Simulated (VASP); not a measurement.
Here is a VASP 6.6.1 calculation.

INCAR

```
PREC     = Accurate       # precision mode
ENCUT    = 520            # plane-wave cutoff, eV
EDIFF    = 1E-6           # SCF threshold, eV
ISMEAR   = -1             # smearing method
SIGMA    = 0.1            # smearing width, eV
LREAL    = False          # projectors in reciprocal space
LASPH    = True           # aspherical terms in the spheres
NELM     = 150            # most SCF steps
ALGO     = Normal         # electronic algorithm
ISIF     = 2              # what is computed and relaxed
LWAVE    = False          # write WAVECAR
LCHARG   = False          # write CHGCAR
ISPIN    = 2              # spin polarisation
MAGMOM   = 1 0            # initial moments
LORBIT   = 11             # projections on sites
NUPDOWN  = 1.0            # fixed moment
GGA      = PE             # functional
IVDW     = 13             # dispersion correction
NBANDS   = 25             # bands
```

Contents of KPOINTS:

```
Automatic mesh
0
Gamma
  8 8 8
```

File POSCAR:

```
Ge
1.0
    0.0000000000      2.8289100000      2.8289100000
    2.8289100000      0.0000000000      2.8289100000
    2.8289100000      2.8289100000      0.0000000000
Ge
2
Direct
    0.7500000000      0.7500000000      0.7500000000
    0.5000000000      0.5000000000      0.5000000000
```

Potentials or basis: VASP PAW PBE potentials, release 64 (Ge_d).

Run with:

```console
$ cat potpaw_PBE.64/Ge_d/POTCAR > POTCAR
$ mpirun -np 1 vasp_std > vasp.out
```

**Question.** What does it give for the dispersion energy per atom?

**Answer.** -0.327 eV.

**Question.** What does it give for the pressure?

**Answer.** 5.7 GPa.

Caveat: the total moment is fixed, so each spin has its own Fermi level.
